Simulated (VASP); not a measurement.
# HO8 (a cell with a defect) in VASP: single point with PBE+D3(BJ)

Aim: the single point of HO8 (a cell with a defect) with PBE+D3(BJ).

All numbers are computed with VASP 6.6.1; they aren't measurements. Logs are shortened: lines on timing, memory, paths and dates and some standing lists are left out, and cuts for length are marked.

### 1 The cell of the first run

The cell holds a defect, 9 atoms: a = 5.017 Å, b = 5.017 Å, c = 5.054 Å, α = 60.24°, β = 60.24°, γ = 60.00°.

### 2 Single point, PBE+D3(BJ)

The input, INCAR:

```
SYSTEM = HO8
ALGO = Normal
EDIFF = 1E-6
ENCUT = 520
GGA = PE
ISIF = 2
ISMEAR = 0
IVDW = 12
LASPH = .TRUE.
LCHARG = .FALSE.
LREAL = .FALSE.
LWAVE = .FALSE.
NBANDS = 34
NELM = 60
PREC = Accurate
SIGMA = 0.15
```

The input, KPOINTS:

```
k-points
0
G
  9 9 8
  0 0 0
```

The input, POSCAR:

```
HO8
1.0
    2.5086166905     -4.3450515646      0.0000000000
   -2.5086166905     -4.3450515646      0.0000000000
    0.0000000000     -2.8967010431     -4.1414967631
O H
8 1
Direct
    0.5488093804      0.5488093804      0.8535718587
    0.0488093804      0.5488093804      0.8535718587
    0.5488093804      0.0488093804      0.8535718587
    0.0488093804      0.0488093804      0.8535718587
    0.4511906196      0.4511906196      0.1464281413
    0.9511906196      0.4511906196      0.1464281413
    0.4511906196      0.9511906196      0.1464281413
    0.9511906196      0.9511906196      0.1464281413
    0.5000147525      1.0000147525      0.4999557426
```

Potentials or basis: VASP PAW PBE potentials, release 64 (O, H).

Started as:

```
cat potpaw_PBE.64/O/POTCAR potpaw_PBE.64/H/POTCAR > POTCAR
mpirun -np 1 vasp_std > vasp.out
```

OUTCAR:

```text
SYSTEM = HO8
   EDIFF = 1E-6
   ENCUT = 520
   GGA = PE
   ISIF = 2
   ISMEAR = 0
   IVDW = 12
   LASPH = .TRUE.
   LREAL = .FALSE.
   NELM = 60
   PREC = Accurate
 IVDW          = 12

 ion  position               nearest neighbor table
   1  0.549  0.549  0.854-   5 1.21
   2  0.049  0.549  0.854-   6 1.21
   3  0.549  0.049  0.854-   7 1.21
   4  0.049  0.049  0.854-   8 1.21
   5  0.451  0.451  0.146-   1 1.21
   6  0.951  0.451  0.146-   2 1.21
   7  0.451  0.951  0.146-   3 1.21
   8  0.951  0.951  0.146-   4 1.21
   9  0.500  0.000  0.500-

  LATTYP: Found a trigonal (rhomboedric) cell.
 ALAT       =     5.0539956838
 COS(alpha) =     0.5072474538

  Lattice vectors:

 A1 = (  -2.5086166905,   1.4483505215,  -4.1414967631)
 A2 = (   2.5086166905,   1.4483505215,  -4.1414967631)
 A3 = (   0.0000000000,  -2.8967010431,  -4.1414967631)

Analysis of symmetry for initial positions (statically):
=====================================================================
 Subroutine PRICEL returns:
 Original cell was already a primitive cell.

 Routine SETGRP: Setting up the symmetry group for a
 trigonal (rhombohedral) supercell.

 Subroutine GETGRP returns: Found  6 space group operations
 (whereof  2 operations were pure point group operations)
 out of a pool of 12 trial point group operations.

The static configuration has the point symmetry C_1h.
 The point group associated with its full space group is C_3v.

Analysis of symmetry for dynamics (positions and initial velocities):
=====================================================================
 Subroutine PRICEL returns:
 Original cell was already a primitive cell.

 Routine SETGRP: Setting up the symmetry group for a
 trigonal (rhombohedral) supercell.

 Subroutine GETGRP returns: Found  6 space group operations
 (whereof  2 operations were pure point group operations)
 out of a pool of 12 trial point group operations.

The dynamic configuration has the point symmetry C_1h.
 The point group associated with its full space group is C_3v.

 Subroutine INISYM returns: Found  6 space group operations
 (whereof  2 operations are pure point group operations),
 and found     1 'primitive' translations

----------------------------------------------------------------------------------------

                                     Primitive cell

  volume of cell :      90.2852

[... 132 lines left out ...]
   POTIM  = 0.5000    time-step for ionic-motion
   TEBEG  =    0.0;   TEEND  =   0.0 temperature during run
   PSTRESS=    0.0 pullay stress
   NELECT =      49.0000    total number of electrons
   NUPDOWN=      -1.0000    fix difference up-down
   EMIN   =  10.00;   EMAX   =-10.00  energy-range for DOS
   EFERMI =   0.00;   METHOD = LEGACY
   ISMEAR =     0;   SIGMA  =   0.15  broadening in eV -4-tet -1-fermi 0-gaus
   EFERMI_NEDOS =   21; number of points for ismear=-14 and -15
   IALGO  =     38    algorithm
   IMIX   =      4    mixing-type and parameters
     AMIX     =   0.40;   BMIX     =  1.00
     AMIX_MAG =   1.60;   BMIX_MAG =  1.00
  volume/ion in A,a.u.               =      10.03        67.70
  Fermi-wavevector in a.u.,A,eV,Ry     =   1.335369  2.523482 24.262055  1.783211
  Thomas-Fermi vector in A             =   2.464079
   LORBIT       =      0    0 simple, 1 ext, 2 COOP (PROOUT), +10 PAW based schemes
   GGA     = PE    functional components
   LHFCALC =     F    Hartree Fock is set to
   AEXX    =    0.0000 exact exchange contribution
   IVDW    =    12    specifies the selected vdW correction
   LEPSILON=     F    determine dielectric tensor
   LRPA    =     F    only Hartree local field effects (RPA)
 non-spin polarized calculation
 Gauss-broadening in eV      SIGMA  =   0.15
  energy-cutoff  :      520.00
  volume of cell :       90.29
 maximum number of plane-waves:      2469
 NGX is ok and might be reduce to    40
   NGX = 19   NGY = 19   NGZ = 19

 number of electron      49.0000012 magnetization

 Free energy of the ion-electron system (eV)
  ---------------------------------------------------
  ext. energy  EPLUGINS =         0.00000000
  ---------------------------------------------------
  free energy    TOTEN  =       -39.68233662 eV

  energy without entropy =      -39.63713993  energy(sigma->0) =      -39.65973828

 E-fermi :   1.1486     XC(G=0):  -9.6644

 val. band max:        1.1445238888   @ k =  -0.3333  -0.0000   0.1250
 cond. band min:       1.1486921033   @ k =   0.3333   0.0000   0.2500
 fundamental gap:      0.0041682145
 Fermi energy:         1.1486239132

 k-point     1 :       0.0000    0.0000    0.0000
  band No.  band energies     occupation
      1     -26.7485      2.00000
      2     -25.7723      2.00000
      3     -25.7723      2.00000
      4     -25.7301      2.00000
      5     -14.1414      2.00000
      6     -12.9368      2.00000
[... 877 lines left out ...]
     33      11.2589      0.00000
     34      13.1397      0.00000

 [... further k-points ...]

------------------------ aborting loop because EDIFF is reached ----------------------------------------

 Edisp (eV)   -0.70419

 E8    (eV) :    -0.1656

  FORCE on cell =-STRESS in cart. coord.  units (eV):
  Direction    XX          YY          ZZ          XY          YZ          ZX
  --------------------------------------------------------------------------------------
  -------------------------------------------------------------------------------------
  Total       1.57675     1.57675     5.17757     0.00000     0.00000     0.00000
  in kB      27.98055    27.98055    91.87987     0.00000     0.00000     0.00000
  external pressure =       49.28 kB  Pullay stress =        0.00 kB

 VOLUME and BASIS-vectors are now :
 -----------------------------------------------------------------------------
  energy-cutoff  :      520.00
  volume of cell :       90.29
      direct lattice vectors                 reciprocal lattice vectors
     2.508616690 -4.345051565  0.000000000     0.199313033 -0.115073433  0.080486199
    -2.508616690 -4.345051565  0.000000000    -0.199313033 -0.115073433  0.080486199
     0.000000000 -2.896701043 -4.141496763     0.000000000  0.000000000 -0.241458598

 POSITION                                       TOTAL-FORCE (eV/Angst)
 -----------------------------------------------------------------------------------
      0.00000     -7.24175     -3.53507         0.622020      0.359123      2.216074
     -1.25431     -5.06923     -3.53507         0.000000      0.000000      1.390554
      1.25431     -5.06923     -3.53507         0.000000     -0.718247      2.216074
      0.00000     -2.89670     -3.53507        -0.622020      0.359123      2.216074
      0.00000     -4.34505     -0.60643        -0.622163     -0.359206     -2.216390
      1.25431     -6.51758     -0.60643         0.000000     -0.000000     -1.390492
     -1.25431     -6.51758     -0.60643         0.000000      0.718412     -2.216390
      0.00000     -8.69010     -0.60643         0.622163     -0.359206     -2.216390
      1.25431     -3.62088     -2.07057         0.000000      0.000000      0.000885
 -----------------------------------------------------------------------------------
    total drift:                                0.000000     -0.000002      0.000248

  FREE ENERGIE OF THE ION-ELECTRON SYSTEM (eV)
  ---------------------------------------------------
  free  energy   TOTEN  =       -40.3865249017 eV

  energy  without entropy=      -40.3413282204  energy(sigma->0) =      -40.36392656
```

OSZICAR:

```text
N       E                     dE             d eps       ncg     rms          rms(c)
DAV:   1     0.286654820752E+03    0.28665E+03   -0.27044E+04 12580   0.136E+03
DAV:   2    -0.246245777906E+02   -0.31128E+03   -0.29460E+03 15732   0.317E+02
DAV:   3    -0.409292026062E+02   -0.16305E+02   -0.16069E+02 15760   0.748E+01
DAV:   4    -0.410966571405E+02   -0.16745E+00   -0.16690E+00 15352   0.799E+00
DAV:   5    -0.410991174966E+02   -0.24604E-02   -0.24578E-02 15456   0.907E-01    0.972E+00
DAV:   6    -0.398984195593E+02    0.12007E+01   -0.13713E+00 13504   0.745E+00    0.481E+00
DAV:   7    -0.396939914359E+02    0.20443E+00   -0.60210E-01 15014   0.488E+00    0.227E+00
DAV:   8    -0.397678547833E+02   -0.73863E-01   -0.39445E-01 16128   0.393E+00    0.358E+00
DAV:   9    -0.396788073558E+02    0.89047E-01   -0.33241E-01 17168   0.235E+00    0.574E-01
DAV:  10    -0.396821765466E+02   -0.33692E-02   -0.97310E-03 13842   0.629E-01    0.994E-02
DAV:  11    -0.396823124104E+02   -0.13586E-03   -0.35059E-04 15314   0.127E-01    0.298E-02
DAV:  12    -0.396823338268E+02   -0.21416E-04   -0.59218E-05 14024   0.460E-02    0.133E-02
DAV:  13    -0.396823362061E+02   -0.23793E-05   -0.33586E-06 13526   0.138E-02    0.477E-03
DAV:  14    -0.396823366159E+02   -0.40983E-06   -0.76150E-07  7630   0.692E-03
   1 F= -.40386525E+02 E0= -.40363927E+02  d E =-.451967E-01
```

Wall time 9.4 min (1 thread of Intel Xeon Platinum 8259CL at 2.50GHz (Skylake/Cascade Lake), shared host); peak memory 0.51 GiB.

Results:

| Item | Value |
| --- | --- |
| Free energy | -40.3865 eV |
| Pressure | 4.9 GPa |
| Largest force | 2.330 eV/Å |
| Band gap on the k mesh | zero (an odd number of electrons rules out a gap without spin polarisation) |
| Dispersion energy per atom | -0.078 eV |

Forces on the atoms (eV/Å):
```
O    0.622  0.359  2.216
O    0.000  0.000  1.391
O    0.000 -0.718  2.216
O   -0.622  0.359  2.216
O   -0.622 -0.359 -2.216
O    0.000  0.000 -1.390
O    0.000  0.718 -2.216
O    0.622 -0.359 -2.216
H    0.000  0.000  0.001
```

Stress tensor (GPa, compression positive):
```
2.80 0.00 0.00
0.00 2.80 0.00
0.00 0.00 9.19
```

Levels at points of the mesh, in eV from the Fermi level:
```csv
k point,band 23,band 24,band 25,band 26,band 27,band 28
"(0.00, 0.00, 0.00)",-2.30,0.54,0.54,0.58,1.16,1.16
"(0.00, 0.00, 0.50)",-2.12,-0.26,0.45,0.45,0.50,1.19
```

Caveat: the standard files for N, O and F lose accuracy on very short bonds; an odd number of electrons without spin polarisation forces a metal; a magnetic or distorted state may lie lower.
